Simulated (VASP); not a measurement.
# CsCu3 (Pm-3m) in VASP: notebook

The runs below take CsCu3 through relaxation of cell and atoms, with PBE.

Program: VASP 6.6.1. These are calculated values, not measurements. Logs are shortened: lines on timing, memory, paths and dates and some standing lists are left out, and cuts for length are marked.

## 1. The cell of the first run

Symmetry: Pm-3m, No. 221, cubic system. Conventional cell: a = 4.343 Å, b = 4.343 Å, c = 4.343 Å, α = 90.00°, β = 90.00°, γ = 90.00°. Within 4.0 Å of Cs (site symmetry m-3m) lie 12 Cu at 3.07 Å. Cu (site symmetry 4/mmm) has 4 Cs at 3.07 Å and 8 Cu at 3.07 Å within 4.0 Å.

## 2. Relaxation of cell and atoms, PBE

INCAR reads:

```
SYSTEM = CsCu3
PREC = Accurate
ENCUT = 600
EDIFF = 1E-6
ISMEAR = 0
SIGMA = 0.1
LREAL = .FALSE.
LASPH = .TRUE.
NELM = 100
ALGO = Fast
ISIF = 3
LWAVE = .FALSE.
LCHARG = .FALSE.
GGA = PE
IBRION = 2
NSW = 100
EDIFFG = -0.01
```

KPOINTS reads:

```
Automatic mesh
0
G
  10 10 10
  0 0 0
```

POSCAR reads:

```
CsCu3
1.0
    4.3426478566      0.0000000000      0.0000000000
    0.0000000000      4.3426478566      0.0000000000
    0.0000000000      0.0000000000      4.3426478566
Cs Cu
1 3
Direct
    0.0000000000      0.0000000000      0.0000000000
    0.0000000000      0.5000000000      0.5000000000
    0.5000000000      0.0000000000      0.5000000000
    0.5000000000      0.5000000000      0.0000000000
```

Potentials or basis: VASP PAW PBE potentials, release 64 (Cs_sv, Cu).

Launch:

```
> cat potpaw_PBE.64/Cs_sv/POTCAR potpaw_PBE.64/Cu/POTCAR > POTCAR
> mpirun -np 1 vasp_std > vasp.out
```

OUTCAR:

```text
SYSTEM = CsCu3
   PREC = Accurate
   ENCUT = 600
   EDIFF = 1E-6
   ISMEAR = 0
   LREAL = .FALSE.
   LASPH = .TRUE.
   NELM = 100
   ISIF = 3
   GGA = PE
   IBRION = 2
   NSW = 100
   EDIFFG = -0.01

 ion  position               nearest neighbor table
   1  0.000  0.000  0.000-
   2  0.000  0.500  0.500-
   3  0.500  0.000  0.500-
   4  0.500  0.500  0.000-

  LATTYP: Found a simple cubic cell.
 ALAT       =     4.3426478566

  Lattice vectors:

 A1 = (   4.3426478566,   0.0000000000,   0.0000000000)
 A2 = (   0.0000000000,   4.3426478566,   0.0000000000)
 A3 = (   0.0000000000,   0.0000000000,   4.3426478566)

Analysis of symmetry for initial positions (statically):
=====================================================================
 Subroutine PRICEL returns:
 Original cell was already a primitive cell.

 Routine SETGRP: Setting up the symmetry group for a
 simple cubic supercell.

 Subroutine GETGRP returns: Found 48 space group operations
 (whereof 48 operations were pure point group operations)
 out of a pool of 48 trial point group operations.

The static configuration has the point symmetry O_h .

Analysis of symmetry for dynamics (positions and initial velocities):
=====================================================================
 Subroutine PRICEL returns:
 Original cell was already a primitive cell.

 Routine SETGRP: Setting up the symmetry group for a
 simple cubic supercell.

 Subroutine GETGRP returns: Found 48 space group operations
 (whereof 48 operations were pure point group operations)
 out of a pool of 48 trial point group operations.

The dynamic configuration has the point symmetry O_h .

 Subroutine INISYM returns: Found 48 space group operations
 (whereof 48 operations are pure point group operations),
 and found     1 'primitive' translations

----------------------------------------------------------------------------------------

                                     Primitive cell

  volume of cell :      81.8962

  direct lattice vectors                    reciprocal lattice vectors
     4.342647857  0.000000000  0.000000000     0.230274255  0.000000000  0.000000000
     0.000000000  4.342647857  0.000000000     0.000000000  0.230274255  0.000000000
     0.000000000  0.000000000  4.342647857     0.000000000  0.000000000  0.230274255

  length of vectors
     4.342647857  4.342647857  4.342647857     0.230274255  0.230274255  0.230274255

  position of ions in fractional coordinates (direct lattice)
     0.000000000  0.000000000  0.000000000
     0.000000000  0.500000000  0.500000000
     0.500000000  0.000000000  0.500000000
     0.500000000  0.500000000  0.000000000

  ion indices of the primitive-cell ions
   primitive index   ion index
                 1           1
                 2           2
                 3           3
                 4           4

----------------------------------------------------------------------------------------

 KPOINTS: Automatic mesh

Automatic generation of k-mesh.
 Grid dimensions read from file:
 generate k-points for:   10   10   10

 Generating k-lattice:

  Cartesian coordinates                     Fractional coordinates (reciprocal lattice)
     0.023027426  0.000000000  0.000000000     0.100000000  0.000000000  0.000000000
     0.000000000  0.023027426  0.000000000     0.000000000  0.100000000  0.000000000
     0.000000000  0.000000000  0.023027426     0.000000000  0.000000000  0.100000000

  Length of vectors
     0.023027426  0.023027426  0.023027426

  Shift w.r.t. Gamma in fractional coordinates (k-lattice)
     0.000000000  0.000000000  0.000000000

 Subroutine IBZKPT returns following result:
 ===========================================

 Found     56 irreducible k-points:

 Following reciprocal coordinates:
            Coordinates               Weight
  0.000000  0.000000  0.000000      1.000000
  0.100000  0.000000  0.000000      6.000000
  0.200000  0.000000  0.000000      6.000000
  0.300000  0.000000  0.000000      6.000000
  0.400000  0.000000  0.000000      6.000000
  0.500000  0.000000  0.000000      3.000000
[... 16 lines left out ...]
  0.200000  0.100000  0.100000     24.000000
  0.300000  0.100000  0.100000     24.000000
 [... further k-points ...]
   k-points           NKPTS =     56   k-points in BZ     NKDIM =     56   number of bands    NBANDS=     25
   number of dos      NEDOS =    301   number of ions     NIONS =      4
   total plane-waves  NPLWV =  46656
   dimension x,y,z NGX =    36 NGY =   36 NGZ =   36
   dimension x,y,z NGXF=    72 NGYF=   72 NGZF=   72
   ions per type =               1   3
   NGX,Y,Z   is equivalent  to a cutoff of  13.78, 13.78, 13.78 a.u.
   NGXF,Y,Z  is equivalent  to a cutoff of  27.56, 27.56, 27.56 a.u.
 SYSTEM =  CsCu3
   PREC   = accura    normal or accurate (medium, high low for compatibility)
   ISTART =      0    job   : 0-new  1-cont  2-samecut
   ICHARG =      2    charge: 1-file 2-atom 10-const
   ISPIN  =      1    spin polarized calculation?
   LNONCOLLINEAR =      F non collinear calculations
   LSORBIT =      F    spin-orbit coupling
   LASPH  =      T    aspherical Exc in radial PAW
   ENCUT  =  600.0 eV  44.10 Ry    6.64 a.u.   8.67  8.67  8.67*2*pi/ulx,y,z
   NELM   =    100;   NELMIN=  2; NELMDL= -5     # of ELM steps
   EDIFF  = 0.1E-05   stopping-criterion for ELM
   LREAL  =      F    real-space projection
   EDIFFG = -.1E-01   stopping-criterion for IOM
   NSW    =    100    number of steps for IOM
   IBRION =      2    ionic relax: 0-MD 1-quasi-New 2-CG
   NFREE  =      1    steps in history (QN), initial steepest desc. (CG)
   ISIF   =      3    stress and relaxation
   ISYM   =      2    0-nonsym 1-usesym 2-fastsym
   POTIM  = 0.5000    time-step for ionic-motion
   TEBEG  =    0.0;   TEEND  =   0.0 temperature during run
   PSTRESS=    0.0 pullay stress
   NELECT =      42.0000    total number of electrons
   NUPDOWN=      -1.0000    fix difference up-down
   EMIN   =  10.00;   EMAX   =-10.00  energy-range for DOS
   EFERMI =   0.00;   METHOD = LEGACY
   ISMEAR =     0;   SIGMA  =   0.10  broadening in eV -4-tet -1-fermi 0-gaus
   EFERMI_NEDOS =   21; number of points for ismear=-14 and -15
   IALGO  =     68    algorithm
   IMIX   =      4    mixing-type and parameters
     AMIX     =   0.40;   BMIX     =  1.00
     AMIX_MAG =   1.60;   BMIX_MAG =  1.00
  volume/ion in A,a.u.               =      20.47       138.17
  Fermi-wavevector in a.u.,A,eV,Ry     =   1.310398  2.476294 23.363158  1.717144
  Thomas-Fermi vector in A             =   2.440931
   LORBIT       =      0    0 simple, 1 ext, 2 COOP (PROOUT), +10 PAW based schemes
   GGA     = PE    functional components
   LHFCALC =     F    Hartree Fock is set to
   AEXX    =    0.0000 exact exchange contribution
   IVDW    =     0    specifies the selected vdW correction
   LEPSILON=     F    determine dielectric tensor
   LRPA    =     F    only Hartree local field effects (RPA)
 conjugate gradient relaxation of ions
 non-spin polarized calculation
 RMM-DIIS sequential band-by-band and
 Gauss-broadening in eV      SIGMA  =   0.10
  energy-cutoff  :      600.00
  volume of cell :       81.90
 maximum number of plane-waves:      2800
 NGX is ok and might be reduce to    36
   NGX = 17   NGY = 17   NGZ = 17

--------------------------------------- Ionic step        1  -------------------------------------------

 number of electron      41.9999980 magnetization

 Free energy of the ion-electron system (eV)
  ---------------------------------------------------
  ext. energy  EPLUGINS =         0.00000000
  ---------------------------------------------------
  free energy    TOTEN  =        -7.68468781 eV

  energy without entropy =       -7.67812589  energy(sigma->0) =       -7.68140685

------------------------ aborting loop because EDIFF is reached ----------------------------------------

  FORCE on cell =-STRESS in cart. coord.  units (eV):
  Direction    XX          YY          ZZ          XY          YZ          ZX
  --------------------------------------------------------------------------------------
  -------------------------------------------------------------------------------------
  Total        1.3303240      1.3303240      1.3303240     -0.0000000     -0.0000000      0.0000000
  in kB       26.0258047     26.0258047     26.0258047     -0.0000000     -0.0000000      0.0000000
  external PRESSURE =      26.0258047 kB  Pullay stress =       0.0000000 kB
[... 213 lines left out ...]
  energy  without entropy=       -7.7322620827  energy(sigma->0) =       -7.73593531

--------------------------------------- Ionic step        7  -------------------------------------------

 number of electron      42.0000056 magnetization

 E-fermi :   3.9733     XC(G=0): -10.1440

 val. band max:        3.9661626007   @ k =   0.5000   0.5000   0.2000
 cond. band min:       3.9820177945   @ k =   0.5000   0.4000   0.2000
 fundamental gap:      0.0158551938
 Fermi energy:         3.9733340596

 k-point     1 :       0.0000    0.0000    0.0000
  band No.  band energies     occupation
      1     -17.9633      2.00000
      2      -4.8597      2.00000
      3      -4.8597      2.00000
      4      -4.8597      2.00000
      5      -1.1765      2.00000
      6       0.7500      2.00000
[... 661 lines left out ...]
     24       6.3513      0.00000
     25       8.2503      0.00000

 [... further k-points ...]

------------------------ aborting loop because EDIFF is reached ----------------------------------------

  FORCE on cell =-STRESS in cart. coord.  units (eV):
  Direction    XX          YY          ZZ          XY          YZ          ZX
  --------------------------------------------------------------------------------------
  -------------------------------------------------------------------------------------
  Total        0.2545569      0.2545569      0.2545569      0.0000000     -0.0000000      0.0000000
  in kB        4.6344694      4.6344694      4.6344694      0.0000000     -0.0000000      0.0000000
  external PRESSURE =       4.6344694 kB  Pullay stress =       0.0000000 kB
[... 61 lines left out ...]
  energy  without entropy=       -7.7341425083  energy(sigma->0) =       -7.73787532

--------------------------------------- Ionic step        9  -------------------------------------------

 number of electron      42.0000068 magnetization

 Free energy of the ion-electron system (eV)
  ---------------------------------------------------
  ext. energy  EPLUGINS =         0.00000000
  ---------------------------------------------------
  free energy    TOTEN  =        -7.74201002 eV

  energy without entropy =       -7.73436674  energy(sigma->0) =       -7.73818838

 E-fermi :   3.7777     XC(G=0): -10.0322

 val. band max:        3.7588549138   @ k =   0.5000   0.5000   0.2000
 cond. band min:       3.7810418938   @ k =   0.5000   0.4000   0.2000
 fundamental gap:      0.0221869800
 Fermi energy:         3.7776612738

 k-point     1 :       0.0000    0.0000    0.0000
  band No.  band energies     occupation
      1     -18.1098      2.00000
      2      -5.0081      2.00000
      3      -5.0081      2.00000
      4      -5.0081      2.00000
      5      -1.2796      2.00000
      6       0.6560      2.00000
[... 661 lines left out ...]
     24       6.1894      0.00000
     25       8.0467      0.00000

 [... further k-points ...]

------------------------ aborting loop because EDIFF is reached ----------------------------------------

  FORCE on cell =-STRESS in cart. coord.  units (eV):
  Direction    XX          YY          ZZ          XY          YZ          ZX
  --------------------------------------------------------------------------------------
  -------------------------------------------------------------------------------------
  Total       -0.0123611     -0.0123611     -0.0123611      0.0000000     -0.0000000     -0.0000000
  in kB       -0.2199923     -0.2199923     -0.2199923      0.0000000     -0.0000000     -0.0000000
  external PRESSURE =      -0.2199923 kB  Pullay stress =       0.0000000 kB
[... 19 lines left out ...]
  FREE ENERGIE OF THE ION-ELECTRON SYSTEM (eV)
  ---------------------------------------------------
  free  energy   TOTEN  =        -7.7420100180 eV

  energy  without entropy=       -7.7343667366  energy(sigma->0) =       -7.73818838

 reached required accuracy - stopping structural energy minimisation
```

It took 7.2 min on 1 thread of Intel Xeon 6975P-C (Granite Rapids), shared host; peak memory 0.3 GiB.

What came out:

```yaml
Free_energy: -7.7420 eV
Relaxed_volume: 22.51 Å³/atom
Relaxed_cell: a = 4.482 Å, b = 4.482 Å, c = 4.482 Å, α = 90.00°, β = 90.00°, γ = 90.00°
Space_group_after_relaxing_to_0.1_Å: Pm-3m (No. 221)
Energy_gained_by_relaxing: 14.3 meV/atom
Ionic_steps: 9
Pressure_after_relaxing: 0.0 GPa
Band_gap_on_the_k_mesh: zero (bands 21 and 22 overlap by 1.46 eV)
```

Step by step:
| step | energy change (eV) | largest force (eV/Å) | pressure (GPa) | volume (Å³) |
| --- | --- | --- | --- | --- |
| 1 | 0.0000 | 0.0000 | 2.60 | 81.90 |
| 2 | -0.0458 | 0.0000 | 0.97 | 85.90 |
| 3 | -0.0554 | 0.0000 | -0.58 | 87.96 |
| 4 | -0.0527 | 0.0000 | 0.71 | 87.17 |
| 5 | -0.0544 | 0.0000 | 0.57 | 87.60 |
| 6 | -0.0549 | 0.0000 | 0.53 | 87.78 |
| 7 | -0.0556 | 0.0000 | 0.46 | 88.00 |
| 8 | -0.0569 | 0.0000 | 0.27 | 88.67 |
| 9 | -0.0573 | 0.0000 | -0.02 | 90.02 |

Final structure:
```
CELL_PARAMETERS angstrom
4.48181 0.00000 0.00000
0.00000 4.48181 0.00000
0.00000 0.00000 4.48181
ATOMIC_POSITIONS crystal
Cs 0.00000 0.00000 0.00000
Cu 0.00000 0.50000 0.50000
Cu 0.50000 0.00000 0.50000
Cu 0.50000 0.50000 0.00000
```

Levels at points of the mesh, in eV from the Fermi level:
```tsv
k point	band 19	band 20	band 21	band 22	band 23	band 24
(0.00, 0.00, 0.00)	-1.76	-1.76	1.16	1.16	2.89	2.89
(0.50, 0.00, 0.00)	-1.94	-1.76	-1.51	1.85	1.85	2.03
(0.50, 0.50, 0.00)	-1.98	-1.98	0.06	0.25	0.25	3.02
(0.50, 0.50, 0.50)	-1.86	-0.34	-0.30	-0.30	-0.30	3.27
```

Caveat: spin-orbit coupling is left out, which moves the levels of the heavy elements.

## 3. Relaxation of cell and atoms, PBE

This run uses another cell than the first one, of 22.06 Å³/atom.

INCAR reads:

```
PREC = Accurate
ENCUT = 600
EDIFF = 1E-6
ISMEAR = 0
SIGMA = 0.1
LREAL = False
LASPH = True
NELM = 80
ALGO = Fast
ISIF = 3
LWAVE = False
LCHARG = False
GGA = PE
IBRION = 2
NSW = 100
EDIFFG = -0.01
```

KPOINTS reads:

```
regular mesh
0
Gamma
  10 10 10
```

POSCAR reads:

```
CsCu3
1.0
    4.4520485004      0.0000000000      0.0000000000
    0.0000000000      4.4520485004      0.0000000000
    0.0000000000      0.0000000000      4.4520485004
Cs Cu
1 3
Direct
    0.0000000000      0.0000000000      0.0000000000
    0.0000000000      0.5000000000      0.5000000000
    0.5000000000      0.0000000000      0.5000000000
    0.5000000000      0.5000000000      0.0000000000
```

Potentials or basis: VASP PAW PBE potentials, release 64 (Cs_sv, Cu).

Launch:

```
> cat potpaw_PBE.64/Cs_sv/POTCAR potpaw_PBE.64/Cu/POTCAR > POTCAR
> mpirun -np 1 vasp_std > vasp.out
```

Wall time 2.5 min (1 thread of Intel Xeon 6975P-C (Granite Rapids), shared host); peak memory 0.31 GiB.

The run converged. Its results:

* Free energy: -7.7428 eV
* Relaxed volume: 22.39 Å³/atom
* Relaxed cell: a = 4.474 Å, b = 4.474 Å, c = 4.474 Å, α = 90.00°, β = 90.00°, γ = 90.00°
* Space group after relaxing (to 0.1 Å): Pm-3m (No. 221)
* Energy gained by relaxing: 0.3 meV/atom
* Ionic steps: 3
* Pressure after relaxing: 0.0 GPa
* Band gap on the k mesh: zero (bands 21 and 22 overlap by 1.46 eV)

The path:
| step | energy change (eV) | largest force (eV/Å) | pressure (GPa) | volume (Å³) |
| --- | --- | --- | --- | --- |
| 1 | 0.0000 | 0.0000 | 0.52 | 88.24 |
| 2 | -0.0012 | 0.0000 | 0.16 | 89.16 |
| 3 | -0.0013 | 0.0000 | 0.00 | 89.57 |

Final structure:
```
CELL_PARAMETERS angstrom
4.47433 0.00000 0.00000
0.00000 4.47433 0.00000
0.00000 0.00000 4.47433
ATOMIC_POSITIONS crystal
Cs 0.00000 0.00000 0.00000
Cu 0.00000 0.50000 0.50000
Cu 0.50000 0.00000 0.50000
Cu 0.50000 0.50000 0.00000
```

Levels at points of the mesh, in eV from the Fermi level:
```tsv
k point	band 17	band 18	band 19	band 20	band 21	band 22	band 23	band 24	band 25
(0.00, 0.00, 0.00)	-1.95	-1.77	-1.77	-1.77	1.16	1.16	2.89	2.89	2.89
(0.50, 0.00, 0.00)	-2.12	-2.02	-1.95	-1.77	-1.51	1.84	1.84	2.02	2.81
(0.50, 0.50, 0.00)	-2.12	-2.04	-1.99	-1.99	0.05	0.26	0.26	3.02	3.02
(0.50, 0.50, 0.50)	-1.87	-1.87	-1.87	-0.36	-0.30	-0.30	-0.30	3.29	3.29
```

Caveat: spin-orbit coupling is left out, which moves the levels of the heavy elements.

The gap in the log of VASP goes by the Fermi energy; the results here count the filled bands.